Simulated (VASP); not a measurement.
# InAgBrF (P4/nmm) in VASP: single point with r2SCAN

Aim: the single point of InAgBrF with r2SCAN.

Program: VASP 6.6.1. These are calculated values, not measurements. Logs are shortened: lines on timing, memory, paths and dates and some standing lists are left out, and cuts for length are marked.

### 1 The cell of the first run

The structure is tetragonal, space group P4/nmm (No. 129). Conventional cell: a = 3.911 Å, b = 3.911 Å, c = 10.875 Å, α = 90.00°, β = 90.00°, γ = 90.00°. In (site symmetry 4mm) has 4 F at 2.29 Å within 3.0 Å. Ag (site symmetry 4mm) has 5 Br at 2.73 to 2.84 Å within 3.6 Å. Br (site symmetry 4mm) has 5 Ag at 2.73 to 2.84 Å and 1 In at 3.21 Å and 4 Br at 3.47 Å within 3.6 Å. Within 3.0 Å of F (site symmetry -4m2) lie 4 In at 2.29 Å and 4 F at 2.77 Å.

### 2 Single point, r2SCAN

The input, POSCAR:

```
InAgBrF
1.0
    3.9110520000      0.0000000000      0.0000000000
    0.0000000000      3.9110520000      0.0000000000
    0.0000000000      0.0000000000     10.8754940000
In Ag Br F
2 2 2 2
Direct
    0.2500000000      0.2500000000      0.8912000000
    0.7500000000      0.7500000000      0.1088000000
    0.2500000000      0.2500000000      0.3447000000
    0.7500000000      0.7500000000      0.6553000000
    0.2500000000      0.2500000000      0.5960000000
    0.7500000000      0.7500000000      0.4040000000
    0.7500000000      0.2500000000      0.0000000000
    0.2500000000      0.7500000000      0.0000000000
```

The input, INCAR.step1:

```
PREC = Accurate ; ENCUT = 520
ISMEAR = -1 ; SIGMA = 0.0255
LREAL = F ; LASPH = T
NELM = 80 ; NBANDS = 48
GGA = PE ; ALGO = Normal
EDIFF = 1E-4 ; LWAVE = T
LCHARG = F
```

The input, INCAR.step2:

```
PREC = Accurate ; ENCUT = 520
EDIFF = 1E-6 ; ISMEAR = -1
SIGMA = 0.0255 ; LREAL = F
LASPH = T ; NELM = 80
ALGO = Normal ; ISIF = 2
LWAVE = F ; LCHARG = F
METAGGA = R2SCAN ; LMIXTAU = T
NBANDS = 48 ; ISTART = 1
```

The input, KPOINTS:

```
regular mesh
0
Gamma
  7 7 3
```

Potentials or basis: VASP PAW PBE potentials, release 64 (In_d, Ag, Br, F).

Command:

```
$ cat potpaw_PBE.64/In_d/POTCAR potpaw_PBE.64/Ag/POTCAR potpaw_PBE.64/Br/POTCAR potpaw_PBE.64/F/POTCAR > POTCAR
$ cp INCAR.step1 INCAR
$ mpirun -np 1 vasp_std > vasp.out
$ cp INCAR.step2 INCAR
$ mpirun -np 1 vasp_std > vasp.out
```

OUTCAR:

```text
PREC = Accurate
   ENCUT = 520
   EDIFF = 1E-6
   ISMEAR = -1
   LREAL = F
   LASPH = T
   NELM = 80
   ISIF = 2
   METAGGA = R2SCAN
   ISTART = 1

 ion  position               nearest neighbor table
   1  0.250  0.250  0.891-   7 2.29   8 2.29   8 2.29   7 2.29   5 3.21   2 3.64   2 3.64   2 3.64
                             2 3.64   4 3.77   4 3.77   4 3.77   4 3.77
   2  0.750  0.750  0.109-   7 2.29   8 2.29   7 2.29   8 2.29   6 3.21   1 3.64   1 3.64   1 3.64
                             1 3.64   3 3.77   3 3.77   3 3.77   3 3.77
   3  0.250  0.250  0.345-   5 2.73   6 2.84   6 2.84   6 2.84   6 2.84   2 3.77   2 3.77   2 3.77
                             2 3.77
   4  0.750  0.750  0.655-   6 2.73   5 2.84   5 2.84   5 2.84   5 2.84   1 3.77   1 3.77   1 3.77
                             1 3.77
   5  0.250  0.250  0.596-   3 2.73   4 2.84   4 2.84   4 2.84   4 2.84   1 3.21
   6  0.750  0.750  0.404-   4 2.73   3 2.84   3 2.84   3 2.84   3 2.84   2 3.21
   7  0.750  0.250  0.000-   1 2.29   2 2.29   2 2.29   1 2.29
   8  0.250  0.750  0.000-   1 2.29   2 2.29   1 2.29   2 2.29

  LATTYP: Found a simple tetragonal cell.
 ALAT       =     3.9110520000
 C/A-ratio  =     2.7807081062

  Lattice vectors:

 A1 = (   3.9110520000,   0.0000000000,   0.0000000000)
 A2 = (   0.0000000000,   3.9110520000,   0.0000000000)
 A3 = (   0.0000000000,   0.0000000000,  10.8754940000)

Analysis of symmetry for initial positions (statically):
=====================================================================
 Subroutine PRICEL returns:
 Original cell was already a primitive cell.

 Routine SETGRP: Setting up the symmetry group for a
 simple tetragonal supercell.

 Subroutine GETGRP returns: Found 16 space group operations
 (whereof  4 operations were pure point group operations)
 out of a pool of 16 trial point group operations.

The static configuration has the point symmetry C_2h.
 The point group associated with its full space group is D_4h.

Analysis of symmetry for dynamics (positions and initial velocities):
=====================================================================
 Subroutine PRICEL returns:
 Original cell was already a primitive cell.

 Routine SETGRP: Setting up the symmetry group for a
 simple tetragonal supercell.

 Subroutine GETGRP returns: Found 16 space group operations
 (whereof  4 operations were pure point group operations)
 out of a pool of 16 trial point group operations.

The dynamic configuration has the point symmetry C_2h.
[... 112 lines left out ...]
   NFREE  =      0    steps in history (QN), initial steepest desc. (CG)
   ISIF   =      2    stress and relaxation
   ISYM   =      2    0-nonsym 1-usesym 2-fastsym
   POTIM  = 0.5000    time-step for ionic-motion
   TEBEG  =    0.0;   TEEND  =   0.0 temperature during run
   PSTRESS=    0.0 pullay stress
   NELECT =      76.0000    total number of electrons
   NUPDOWN=      -1.0000    fix difference up-down
   EMIN   =  10.00;   EMAX   =-10.00  energy-range for DOS
   EFERMI =   0.00;   METHOD = LEGACY
   ISMEAR =    -1;   SIGMA  =   0.03  broadening in eV -4-tet -1-fermi 0-gaus
   EFERMI_NEDOS =   21; number of points for ismear=-14 and -15
   IALGO  =     38    algorithm
   IMIX   =      4    mixing-type and parameters
     AMIX     =   0.40;   BMIX     =  1.00
     AMIX_MAG =   1.60;   BMIX_MAG =  1.00
  volume/ion in A,a.u.               =      20.79       140.33
  Fermi-wavevector in a.u.,A,eV,Ry     =   1.260861  2.382682 21.630149  1.589771
  Thomas-Fermi vector in A             =   2.394350
   LORBIT       =      0    0 simple, 1 ext, 2 COOP (PROOUT), +10 PAW based schemes
   METAGGA = R2SCAN    functional components
   LHFCALC =     F    Hartree Fock is set to
   AEXX    =    0.0000 exact exchange contribution
   IVDW    =     0    specifies the selected vdW correction
   LEPSILON=     F    determine dielectric tensor
   LRPA    =     F    only Hartree local field effects (RPA)
 non-spin polarized calculation
  energy-cutoff  :      520.00
  volume of cell :      166.36
 maximum number of plane-waves:      4491
 NGX is ok and might be reduce to    30
   NGX = 15   NGY = 15   NGZ = 41

 number of electron      76.0000019 magnetization

 Free energy of the ion-electron system (eV)
  ---------------------------------------------------
  ext. energy  EPLUGINS =         0.00000000
  ---------------------------------------------------
  free energy    TOTEN  =      -127.48818639 eV

  energy without entropy =     -127.48818639  energy(sigma->0) =     -127.48818639

 E-fermi :   5.3569     XC(G=0): -10.3887

 val. band max:        4.7193859940   @ k =   0.4286   0.4286   0.0000
 cond. band min:       5.9216847183   @ k =   0.4286   0.0000   0.0000
 fundamental gap:      1.2022987243
 Fermi energy:         5.3568610026

 k-point     1 :       0.0000    0.0000    0.0000
  band No.  band energies     occupation
      1     -22.1960      2.00000
      2     -21.6244      2.00000
      3     -11.5202      2.00000
      4     -10.6831      2.00000
      5     -10.0457      2.00000
      6     -10.0457      2.00000
[... 1009 lines left out ...]
     47      11.6004      0.00000
     48      12.0743      0.00000

------------------------ aborting loop because EDIFF is reached ----------------------------------------

  FORCE on cell =-STRESS in cart. coord.  units (eV):
  Direction    XX          YY          ZZ          XY          YZ          ZX
  --------------------------------------------------------------------------------------
  -------------------------------------------------------------------------------------
  Total        7.1842312      7.1842312     14.1296082     -0.0000000      0.0000000     -0.0000000
  in kB       69.1918127     69.1918127    136.0832051     -0.0000000      0.0000000     -0.0000000
  external PRESSURE =      91.4889435 kB  Pullay stress =       0.0000000 kB

 VOLUME and BASIS-vectors are now :
 -----------------------------------------------------------------------------
  energy-cutoff  :      520.00
  volume of cell :      166.36
      direct lattice vectors                 reciprocal lattice vectors
     3.911052000  0.000000000  0.000000000     0.255685683  0.000000000  0.000000000
     0.000000000  3.911052000  0.000000000     0.000000000  0.255685683  0.000000000
     0.000000000  0.000000000 10.875494000     0.000000000  0.000000000  0.091949846

 POSITION                                       TOTAL-FORCE (eV/Angst)
 -----------------------------------------------------------------------------------
      0.97776      0.97776      9.69224         0.000000     -0.000000     -2.074659
      2.93329      2.93329      1.18325         0.000000     -0.000000      2.074659
      0.97776      0.97776      3.74878        -0.000000     -0.000000     -0.211274
      2.93329      2.93329      7.12671        -0.000000      0.000000      0.211274
      0.97776      0.97776      6.48179         0.000000     -0.000000      0.704348
      2.93329      2.93329      4.39370        -0.000000     -0.000000     -0.704348
      2.93329      0.97776      0.00000         0.000000      0.000000      0.000000
      0.97776      2.93329      0.00000         0.000000     -0.000000     -0.000000
 -----------------------------------------------------------------------------------
    total drift:                                0.000000      0.000000     -0.000000

  FREE ENERGIE OF THE ION-ELECTRON SYSTEM (eV)
  ---------------------------------------------------
  free  energy   TOTEN  =      -127.4881863876 eV

  energy  without entropy=     -127.4881863876  energy(sigma->0) =     -127.48818639
```

OSZICAR.step1:

```text
N       E                     dE             d eps       ncg     rms          rms(c)
DAV:   1     0.855350722782E+03    0.85535E+03   -0.35666E+04  1960   0.180E+03
DAV:   2     0.107373112191E+03   -0.74798E+03   -0.70787E+03  2016   0.501E+02
DAV:   3    -0.180438674141E+02   -0.12542E+03   -0.12063E+03  2328   0.194E+02
DAV:   4    -0.249887217325E+02   -0.69449E+01   -0.68991E+01  2280   0.465E+01
DAV:   5    -0.252216766870E+02   -0.23295E+00   -0.23285E+00  2296   0.918E+00    0.141E+01
DAV:   6    -0.232190112218E+02    0.20027E+01   -0.68022E+00  2616   0.213E+01    0.997E+00
DAV:   7    -0.232230167351E+02   -0.40055E-02   -0.10068E+00  2112   0.470E+00    0.414E+00
DAV:   8    -0.232124285173E+02    0.10588E-01   -0.78692E-02  2704   0.172E+00    0.171E+00
DAV:   9    -0.232117075119E+02    0.72101E-03   -0.15823E-02  2648   0.918E-01    0.261E-01
DAV:  10    -0.232115507606E+02    0.15675E-03   -0.26719E-03  2648   0.344E-01    0.193E-01
DAV:  11    -0.232117073549E+02   -0.15659E-03   -0.39448E-04  1920   0.971E-02    0.494E-02
DAV:  12    -0.232117295052E+02   -0.22150E-04   -0.72683E-05  1512   0.455E-02
   1 F= -.23211730E+02 E0= -.23211729E+02  d E =-.171388E-07
```

It took 13 min on 1 thread of Intel Xeon Platinum 8259CL at 2.50GHz (Skylake/Cascade Lake), shared host; peak memory 0.38 GiB.

Results:

* Free energy: -127.4882 eV
* Pressure: 9.1 GPa
* Largest force: 2.075 eV/Å
* Band gap on the k mesh: 1.20 eV (least direct gap 1.54 eV)

Forces on the atoms (eV/Å):
```
In   0.000  0.000 -2.075
In   0.000  0.000  2.075
Ag   0.000  0.000 -0.211
Ag   0.000  0.000  0.211
Br   0.000  0.000  0.704
Br   0.000  0.000 -0.704
F    0.000  0.000  0.000
F    0.000  0.000  0.000
```

Caveat: the cell stands under pressure; the PAW data sets were made with another functional, which shifts forces and pressure a little; spin-orbit coupling is left out, which moves the levels of the heavy elements; an odd mesh through Γ misses points on the zone boundary, where band edges can lie.
